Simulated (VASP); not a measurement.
A run of VASP 6.6.1:

Contents of INCAR:

```
SYSTEM = Li2O
PREC = Accurate ; ENCUT = 750
EDIFF = 1E-6 ; ISMEAR = 0
SIGMA = 0.01 ; LREAL = .FALSE.
LASPH = .TRUE. ; NELM = 120
ALGO = Normal ; ISIF = 2
LWAVE = .FALSE. ; LCHARG = .TRUE.
GGA = PE ; LELF = .TRUE.
LVHAR = .TRUE. ; NBANDS = 13
GGA_COMPAT = .FALSE.
```

File KPOINTS:

```
regular mesh
0
G
  8 8 8
  0 0 0
```

File POSCAR:

```
Li2O
1.0
    0.0000000000      2.2653828917      2.2653828917
    2.2653828917      0.0000000000      2.2653828917
    2.2653828917      2.2653828917      0.0000000000
O Li
1 2
Direct
    0.0000000000      0.0000000000      0.0000000000
    0.2500000000      0.2500000000      0.2500000000
    0.7500000000      0.7500000000      0.7500000000
```

Potentials or basis: VASP PAW PBE potentials, release 64 (O, Li_sv).

Command:

```sh
$ cat potpaw_PBE.64/O/POTCAR potpaw_PBE.64/Li_sv/POTCAR > POTCAR
$ mpirun -np 1 vasp_std > vasp.out
```

Hardware: 1 thread of Intel(R) Xeon(R) Platinum 8259CL CPU @ 2.50GHz (Skylake/Cascade Lake), on a shared host.

**Question.** How long does it take, and how much memory?

**Answer.** Run time: 18 s on 1 thread of Intel(R) Xeon(R) Platinum 8259CL CPU @ 2.50GHz (Skylake/Cascade Lake), on a shared host, peak memory 0.16 GiB. Counts: scf iterations 13, k points 29.
